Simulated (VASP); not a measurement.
Wanted: the native input for a VASP 6.6.1 run.

| Item | Value |
| --- | --- |
| Task | single point |
| Functional | LDA |
| Potentials or basis | VASP PAW LDA potentials, release 64 (Si) |
| Cutoff | 500 eV |
| k mesh | 8 × 8 × 8 |
| Occupations | fermi-dirac, width 0.05 eV |
| Spin | no spin polarisation |
| Dipole correction | no |
| Further INCAR settings | ALGO = Normal; EDIFF = 1e-06; NBANDS = 11 |

The structure of Si lies in POSCAR:

```
Si
1.0
   -2.0678500000      2.0678500000      4.7084500000
    2.0678500000     -2.0678500000      4.7084500000
    2.0678500000      2.0678500000     -4.7084500000
Si
2
Direct
    0.3780000000      0.3780000000      0.0000000000
    0.6220000000      0.6220000000      0.0000000000
```

One way to write it, as run:

INCAR

```
PREC = Accurate ; ENCUT = 500
EDIFF = 1E-6 ; ISMEAR = -1
SIGMA = 0.05 ; LREAL = F
LASPH = T ; NELM = 120
ALGO = Normal ; ISIF = 2
LWAVE = F ; LCHARG = F
NBANDS = 11 ; GGA_COMPAT = F
```

KPOINTS

```
regular mesh
0
Gamma
  8 8 8
```

Potentials or basis: VASP PAW LDA potentials, release 64 (Si).

Launch:

```console
$ cat potpaw_LDA.64/Si/POTCAR > POTCAR
$ mpirun -np 1 vasp_std > vasp.out
```

Results of the run:

```
Pressure               : -6.7 GPa
Largest force          : 0.544 eV/Å
Band gap on the k mesh : zero (bands 4 and 5 overlap by 1.62 eV)
```

Caveat: the cell stands under tension.

It took 86 s on 1 thread of Intel Xeon 8259CL, on a shared host, peak memory 0.2 GiB.
